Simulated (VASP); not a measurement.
# YZrF2 (P4/mmm) in VASP: notebook, part 2 of 3

VASP 6.6.1. The steps go on from the part before.

## 3. Single point, PBE

This run uses another cell than the first one, of 17.06 Å³/atom, 1.305 times its volume.

File INCAR:

```
PREC     = Accurate       # precision mode
ENCUT    = 520            # plane-wave cutoff, eV
EDIFF    = 1E-6           # SCF threshold, eV
ISMEAR   = 0              # smearing method
SIGMA    = 0.1            # smearing width, eV
LREAL    = F              # projectors in reciprocal space
LASPH    = T              # aspherical terms in the spheres
NELM     = 100            # most SCF steps
ALGO     = Normal         # electronic algorithm
ISIF     = 2              # what is computed and relaxed
LWAVE    = F              # write WAVECAR
LCHARG   = T              # write CHGCAR
GGA      = PE             # functional
LELF     = T              # ELF
LVHAR    = T            
NBANDS   = 26             # bands
```

File KPOINTS:

```
regular mesh
0
Gamma
  4 4 6
```

File POSCAR:

```
YZrF2
1.0
    4.5114657221      0.0000000000      0.0000000000
    0.0000000000      4.5114657221      0.0000000000
    0.0000000000      0.0000000000      3.3528982225
Y Zr F
1 1 2
Direct
    0.5000000000      0.5000000000      0.5000000000
    0.0000000000      0.0000000000      0.0000000000
    0.5000000000      0.0000000000      0.0000000000
    0.0000000000      0.5000000000      0.0000000000
```

Potentials or basis: VASP PAW PBE potentials, release 64 (Y_sv, Zr_sv, F).

The run is started by

```
$ cat potpaw_PBE.64/Y_sv/POTCAR potpaw_PBE.64/Zr_sv/POTCAR potpaw_PBE.64/F/POTCAR > POTCAR
$ mpirun -np 1 vasp_std > vasp.out
```

OUTCAR:

```text
PREC = Accurate
   ENCUT = 520
   EDIFF = 1E-6
   ISMEAR = 0
   LREAL = F
   LASPH = T
   NELM = 100
   ISIF = 2
   GGA = PE

 ion  position               nearest neighbor table
   1  0.500  0.500  0.500-   3 2.81   4 2.81   3 2.81   4 2.81   3 2.81   3 2.81   4 2.81   4 2.81
                             2 3.60   2 3.60   2 3.60   2 3.60   2 3.60   2 3.60   2 3.60   2 3.60
   2  0.000  0.000  0.000-   3 2.26   4 2.26   4 2.26   3 2.26   1 3.60   1 3.60   1 3.60   1 3.60
                             1 3.60   1 3.60   1 3.60   1 3.60
   3  0.500  0.000  0.000-   2 2.26   2 2.26   1 2.81   1 2.81   1 2.81   1 2.81
   4  0.000  0.500  0.000-   2 2.26   2 2.26   1 2.81   1 2.81   1 2.81   1 2.81

  LATTYP: Found a simple tetragonal cell.
 ALAT       =     4.5114657221
 C/A-ratio  =     0.7431948792

  Lattice vectors:

 A1 = (   4.5114657221,   0.0000000000,   0.0000000000)
 A2 = (   0.0000000000,   4.5114657221,   0.0000000000)
 A3 = (   0.0000000000,   0.0000000000,   3.3528982225)

Analysis of symmetry for initial positions (statically):
=====================================================================
 Subroutine PRICEL returns:
 Original cell was already a primitive cell.

 Routine SETGRP: Setting up the symmetry group for a
 simple tetragonal supercell.

 Subroutine GETGRP returns: Found 16 space group operations
 (whereof 16 operations were pure point group operations)
 out of a pool of 16 trial point group operations.

The static configuration has the point symmetry D_4h.

Analysis of symmetry for dynamics (positions and initial velocities):
=====================================================================
 Subroutine PRICEL returns:
 Original cell was already a primitive cell.

 Routine SETGRP: Setting up the symmetry group for a
 simple tetragonal supercell.

[... 123 lines left out ...]
   EFERMI_NEDOS =   21; number of points for ismear=-14 and -15
   IALGO  =     38    algorithm
   IMIX   =      4    mixing-type and parameters
     AMIX     =   0.40;   BMIX     =  1.00
     AMIX_MAG =   1.60;   BMIX_MAG =  1.00
  volume/ion in A,a.u.               =      17.06       115.13
  Fermi-wavevector in a.u.,A,eV,Ry     =   1.334925  2.522642 24.245916  1.782025
  Thomas-Fermi vector in A             =   2.463669
   LORBIT       =      0    0 simple, 1 ext, 2 COOP (PROOUT), +10 PAW based schemes
   GGA     = PE    functional components
   LHFCALC =     F    Hartree Fock is set to
   AEXX    =    0.0000 exact exchange contribution
   IVDW    =     0    specifies the selected vdW correction
   LEPSILON=     F    determine dielectric tensor
   LRPA    =     F    only Hartree local field effects (RPA)
 non-spin polarized calculation
 Gauss-broadening in eV      SIGMA  =   0.10
  energy-cutoff  :      520.00
  volume of cell :       68.24
 maximum number of plane-waves:      1881
 NGX is ok and might be reduce to    36
   NGX = 17   NGY = 17   NGZ = 13

 number of electron      37.0000009 magnetization

 Free energy of the ion-electron system (eV)
  ---------------------------------------------------
  ext. energy  EPLUGINS =         0.00000000
  ---------------------------------------------------
  free energy    TOTEN  =       -25.36735881 eV

  energy without entropy =      -25.35132564  energy(sigma->0) =      -25.35934222

 E-fermi :   6.8514     XC(G=0): -10.4961

 val. band max:        6.7670218809   @ k =   0.2500   0.0000   0.3333
 cond. band min:       6.8553041720   @ k =   0.5000   0.5000   0.5000
 fundamental gap:      0.0882822911
 Fermi energy:         6.8513825812

 k-point     1 :       0.0000    0.0000    0.0000
  band No.  band energies     occupation
      1     -43.1570      2.00000
      2     -36.9551      2.00000
      3     -21.4415      2.00000
      4     -21.4415      2.00000
      5     -20.6798      2.00000
      6     -19.9695      2.00000
[... 685 lines left out ...]
     25      11.1687      0.00000
     26      11.6090      0.00000

------------------------ aborting loop because EDIFF is reached ----------------------------------------

  FORCE on cell =-STRESS in cart. coord.  units (eV):
  Direction    XX          YY          ZZ          XY          YZ          ZX
  --------------------------------------------------------------------------------------
  -------------------------------------------------------------------------------------
  Total       -0.0085043     -0.0085043      0.0555472      0.0000000     -0.0000000      0.0000000
  in kB       -0.1996608     -0.1996608      1.3041196      0.0000000     -0.0000000      0.0000000
  external PRESSURE =       0.3015993 kB  Pullay stress =       0.0000000 kB

 VOLUME and BASIS-vectors are now :
 -----------------------------------------------------------------------------
  energy-cutoff  :      520.00
  volume of cell :       68.24
      direct lattice vectors                 reciprocal lattice vectors
     4.511465722  0.000000000  0.000000000     0.221657453  0.000000000  0.000000000
     0.000000000  4.511465722  0.000000000     0.000000000  0.221657453  0.000000000
     0.000000000  0.000000000  3.352898222     0.000000000  0.000000000  0.298249435

 POSITION                                       TOTAL-FORCE (eV/Angst)
 -----------------------------------------------------------------------------------
      2.25573      2.25573      1.67645         0.000000      0.000000      0.000000
      0.00000      0.00000      0.00000         0.000000      0.000000      0.000000
      2.25573      0.00000      0.00000         0.000000      0.000000      0.000000
      0.00000      2.25573      0.00000         0.000000      0.000000      0.000000
 -----------------------------------------------------------------------------------
    total drift:                                0.000000      0.000000     -0.000000

  FREE ENERGIE OF THE ION-ELECTRON SYSTEM (eV)
  ---------------------------------------------------
  free  energy   TOTEN  =       -25.3673588099 eV

  energy  without entropy=      -25.3513256376  energy(sigma->0) =      -25.35934222
```

OSZICAR:

```text
N       E                     dE             d eps       ncg     rms          rms(c)
DAV:   1     0.282803064525E+03    0.28280E+03   -0.20192E+04  1248   0.140E+03
DAV:   2    -0.760545511615E+01   -0.29041E+03   -0.28488E+03  1498   0.369E+02
DAV:   3    -0.265718571922E+02   -0.18966E+02   -0.18637E+02  1908   0.794E+01
DAV:   4    -0.272863842294E+02   -0.71453E+00   -0.71076E+00  1754   0.129E+01
DAV:   5    -0.272984449380E+02   -0.12061E-01   -0.12048E-01  1736   0.152E+00    0.180E+01
DAV:   6    -0.254547927961E+02    0.18437E+01   -0.78658E+00  1516   0.180E+01    0.116E+01
DAV:   7    -0.253755155642E+02    0.79277E-01   -0.76044E-01  1742   0.507E+00    0.647E+00
DAV:   8    -0.253786168263E+02   -0.31013E-02   -0.20818E-01  1562   0.221E+00    0.147E+00
DAV:   9    -0.253691219554E+02    0.94949E-02   -0.77399E-02  1720   0.106E+00    0.500E-01
DAV:  10    -0.253672432666E+02    0.18787E-02   -0.16447E-02  1596   0.700E-01    0.270E-01
DAV:  11    -0.253673052377E+02   -0.61971E-04   -0.77159E-04  1676   0.186E-01    0.768E-02
DAV:  12    -0.253673589714E+02   -0.53734E-04   -0.20965E-04  1538   0.925E-02    0.474E-02
DAV:  13    -0.253673575028E+02    0.14686E-05   -0.20850E-05  1756   0.262E-02    0.119E-02
DAV:  14    -0.253673586431E+02   -0.11403E-05   -0.27493E-06  1330   0.106E-02    0.336E-03
DAV:  15    -0.253673588099E+02   -0.16684E-06   -0.27589E-07   750   0.324E-03
   1 F= -.25367359E+02 E0= -.25359342E+02  d E =-.160332E-01
```

Run time: 26 s. Hardware: 1 thread of AMD EPYC 9R45 (Zen 5), shared host; peak memory 0.19 GiB.

Results:

- Free energy: -25.3674 eV
- Pressure: 0.0 GPa

Stress tensor (GPa, compression positive):
```
-0.02  0.00  0.00
 0.00 -0.02  0.00
 0.00  0.00  0.13
```

Caveat: an odd number of electrons without spin polarisation forces a metal; a magnetic or distorted state may lie lower.

[end of part 2 of 3]
